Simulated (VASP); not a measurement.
Wanted: the native input for a VASP 6.6.1 run.

| Property | Result |
| --- | --- |
| Task | single point |
| Functional | PBE |
| Potentials or basis | VASP PAW PBE potentials, release 64 (Sr_sv, Ag) |
| Cutoff | 520 eV |
| k mesh | 5 × 5 × 5 |
| Occupations | methfessel-paxton, width 0.1 eV |
| Spin | no spin polarisation |
| Dipole correction | no |
| Further INCAR settings | ALGO = Normal; EDIFF = 1e-07; NBANDS = 28 |

The structure of Sr3Ag lies in POSCAR:

```
Sr3Ag
1.0
    5.4908750000      0.0000000000      0.0000000000
    0.0000000000      5.4908750000      0.0000000000
    0.0000000000      0.0000000000      5.4908750000
Sr Ag
3 1
Direct
    0.0000000000      0.5000000000      0.5000000000
    0.5000000000      0.0000000000      0.5000000000
    0.5000000000      0.5000000000      0.0000000000
    0.0000000000      0.0000000000      0.0000000000
```

These files were run (other wordings do the same):

INCAR

```
SYSTEM = Sr3Ag
PREC = Accurate ; ENCUT = 520
EDIFF = 1E-7 ; ISMEAR = 1
SIGMA = 0.1 ; LREAL = .False.
LASPH = .True. ; NELM = 60
ALGO = Normal ; ISIF = 2
LWAVE = .False. ; LCHARG = .True.
GGA = PE ; LELF = .True.
LVHAR = .True. ; NBANDS = 28
```

KPOINTS

```
Automatic mesh
0
Gamma
  5 5 5
  0 0 0
```

Potentials or basis: VASP PAW PBE potentials, release 64 (Sr_sv, Ag).

Run with:

```console
$ cat potpaw_PBE.64/Sr_sv/POTCAR potpaw_PBE.64/Ag/POTCAR > POTCAR
$ mpirun -np 1 vasp_std > vasp.out
```

It gave:

```
Pressure : 0.0 GPa
```

Run time: 53 s on 1 thread of Intel Xeon 6975P-C (shared host), peak memory 0.27 GiB.
